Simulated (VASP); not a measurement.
# Li17Br15 (a cell with a defect): single point with PBE

System: Li17Br15 (a cell with a defect).

```xyz
32
Lattice="5.5089 -5.5089 -5.5089 -5.5089 -5.5089 5.5089 -5.5089 5.5089 -5.5089" Properties=species:S:1:pos:R:3 pbc="T T T"
Li   -2.8299    0.0000   -2.7544
Li   -2.7544   -2.7544    0.0000
Li   -2.6790   -5.5089    2.7544
Li   -5.5089    2.6790   -2.7544
Li   -2.7544    2.7544   -5.5089
Li   -5.5089    0.0000   -0.0754
Li   -5.5089   -2.7544    2.7544
Li    2.7544   -5.5089   -2.7544
Li   -5.5089   -5.5089   -5.5089
Li   -2.7544   -2.7544   -5.5089
Li   -2.7544   -5.5089   -2.7544
Li    0.0000   -2.7544   -2.7544
Li    2.7544   -2.7544   -5.5089
Li    0.0000   -5.5089    0.0754
Li   -5.5089   -2.6790   -2.7544
Li    0.0000    0.0000   -5.5089
Li   -5.5089    0.0000   -2.7544
Br   -5.5089   -2.8188    0.0643
Br    0.0000    0.0000   -2.7544
Br   -2.8188   -2.6901    2.7544
Br    0.0000   -2.6901   -0.0643
Br   -8.3276    0.0000    0.0643
Br   -2.6901    2.8188   -2.7544
Br    0.0000   -5.5089   -2.7544
Br   -2.6901    0.0000    0.0643
Br    0.0000   -8.3276   -0.0643
Br    0.0000    0.0000   -8.2633
Br   -2.6901   -2.8188   -2.7544
Br    0.0000   -2.6901   -5.4446
Br   -2.8188   -5.5089   -0.0643
Br    2.6901   -2.8188   -2.7544
Br   -2.6901    0.0000   -5.5732
```

```
Program                : VASP 6.6.1
Task                   : single point
Functional             : PBE
Potentials or basis    : VASP PAW PBE potentials, release 64 (Li_sv, Br)
Cutoff                 : 650 eV
k mesh                 : 2 × 2 × 2, shifted
Occupations            : gaussian, width 0.01 eV
Spin                   : no spin polarisation
Dipole correction      : no
Charge                 : -2
Further INCAR settings : LREAL = Auto; ALGO = Normal; EDIFF = 1e-06; NBANDS = 100; NELECT = 158.0
```

| Quantity | Value |
| --- | --- |
| Largest force | 0.007 eV/Å |

Forces in eV/Å, atoms in the order of the input:
```
Li  -0.007  0.000  0.000
Li   0.000  0.000  0.000
Li   0.007  0.000  0.000
Li   0.000 -0.007  0.000
Li   0.000  0.000  0.000
Li   0.000  0.000 -0.007
Li   0.000  0.000  0.000
Li   0.000  0.000  0.000
Li   0.000  0.000  0.000
Li   0.000  0.000  0.000
Li   0.000  0.000  0.000
Li   0.000  0.000  0.000
Li   0.000  0.000  0.000
Li   0.000  0.000  0.007
Li   0.000  0.007  0.000
Li   0.000  0.000  0.000
Li   0.000  0.000  0.000
Br   0.000  0.001 -0.001
Br   0.000  0.000  0.000
Br   0.001 -0.001  0.000
Br   0.000 -0.001  0.001
Br   0.001  0.000 -0.001
Br  -0.001 -0.001  0.000
Br   0.000  0.000  0.000
Br  -0.001  0.000 -0.001
Br   0.000  0.001  0.001
Br   0.000  0.000  0.000
Br  -0.001  0.001  0.000
Br   0.000 -0.001 -0.001
Br   0.001  0.000  0.001
Br   0.001  0.001  0.000
Br  -0.001  0.000  0.001
```

Levels at points of the mesh, in eV from the Fermi level:
| k point | band 75 | band 76 | band 77 | band 78 | band 79 | band 80 | band 81 | band 82 |
| --- | --- | --- | --- | --- | --- | --- | --- | --- |
| (0.25, 0.25, 0.25) | -5.36 | -5.36 | -5.36 | -1.71 | 0.00 | 0.00 | 0.00 | 0.94 |

Run time: 4.8 min on 1 thread of AMD EPYC 9R45 96-Core Processor (Zen 5), with other jobs on the host, peak memory 0.95 GiB.

Caveat: the k points lie up to 0.40 Å⁻¹ apart; the cell carries a net charge on a neutralising background, which shifts energy and pressure; the cell is charged against a uniform background, so pressure and absolute levels hang on convention.
